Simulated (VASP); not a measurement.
A run of VASP 6.6.1 is set up as follows.

INCAR

```
PREC = Accurate
ENCUT = 520
EDIFF = 1E-7
ISMEAR = 0
SIGMA = 0.15
LREAL = F
LASPH = T
NELM = 60
ALGO = Fast
ISIF = 2
LWAVE = F
LCHARG = F
GGA = PE
NBANDS = 12
```

File KPOINTS:

```
regular mesh
0
Gamma
  24 24 24
```

Contents of POSCAR:

```
V
1.0
   -1.1648707310      1.5336715030      1.5336715030
    1.5336715030     -1.1648707310      1.5336715030
    1.5336715030      1.5336715030     -1.1648707310
V
1
Direct
    0.0000000000      0.0000000000      0.0000000000
```

Potentials or basis: VASP PAW PBE potentials, release 64 (V_sv).

Command:

```sh
$ cat potpaw_PBE.64/V_sv/POTCAR > POTCAR
$ mpirun -np 1 vasp_std > vasp.out
```

What does it give for the pressure?

0.2 GPa.

Stress tensor (GPa, compression positive):
```
  0.24 -11.57 -11.57
-11.57   0.24 -11.57
-11.57 -11.57   0.24
```
